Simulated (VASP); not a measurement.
A run of VASP 6.6.1 is set up as follows.

Contents of INCAR:

```
  PREC = Accurate
  ENCUT = 500
  EDIFF = 1E-6
  ISMEAR = 0
  SIGMA = 0.1
  LREAL = F
  LASPH = T
  NELM = 300
  ALGO = All
  ISIF = 2
  LWAVE = F
  LCHARG = F
  GGA = PE
  NBANDS = 74
  GGA_COMPAT = F
  ISEARCH = 1
  KPAR = 4
```

KPOINTS

```
regular mesh
0
Gamma
  6 6 1
```

POSCAR

```
Ir2Rh3
1.0
    2.7512466156     -0.0000000030      0.0000000000
   -1.3756233052      2.3826494626      0.0000000000
    0.0000000000      0.0000000000     21.8514869748
Ir Rh
4 6
Direct
    0.3333333333      0.6666666667      0.8996001056
    0.3333333333      0.6666666667      0.1003998944
    0.3333333333      0.6666666667      0.5000000000
    0.6666666667      0.3333333333      0.0000000000
    0.3333333333      0.6666666667      0.3005563745
    0.3333333333      0.6666666667      0.6994436255
    0.6666666667      0.3333333333      0.7995673391
    0.6666666667      0.3333333333      0.2004326609
    0.6666666667      0.3333333333      0.4006930512
    0.6666666667      0.3333333333      0.5993069488
```

Potentials or basis: VASP PAW PBE potentials, release 64 (Ir, Rh_pv).

Launch:

```console
$ cat potpaw_PBE.64/Ir/POTCAR potpaw_PBE.64/Rh_pv/POTCAR > POTCAR
$ mpirun -np 4 vasp_std > vasp.out
```

Problem. What does it give for the pressure?

Solution. 0.2 GPa.

Problem. Estimate the band gap on the k mesh.

Solution. Zero (bands 63 and 64 overlap by 2.10 eV).

Forces in eV/Å, atoms in the order of the input:
```
Ir   0.000  0.000 -0.026
Ir   0.000  0.000  0.026
Ir   0.000  0.000  0.000
Ir   0.000  0.000  0.000
Rh   0.000  0.000 -0.006
Rh   0.000  0.000  0.006
Rh   0.000  0.000 -0.025
Rh   0.000  0.000  0.025
Rh   0.000  0.000 -0.036
Rh   0.000  0.000  0.036
```

Caveat: the k points lie up to 0.44 Å⁻¹ apart, too coarse for converged energies and pressures of a metal; spin-orbit coupling is left out, which moves the levels of the heavy elements.
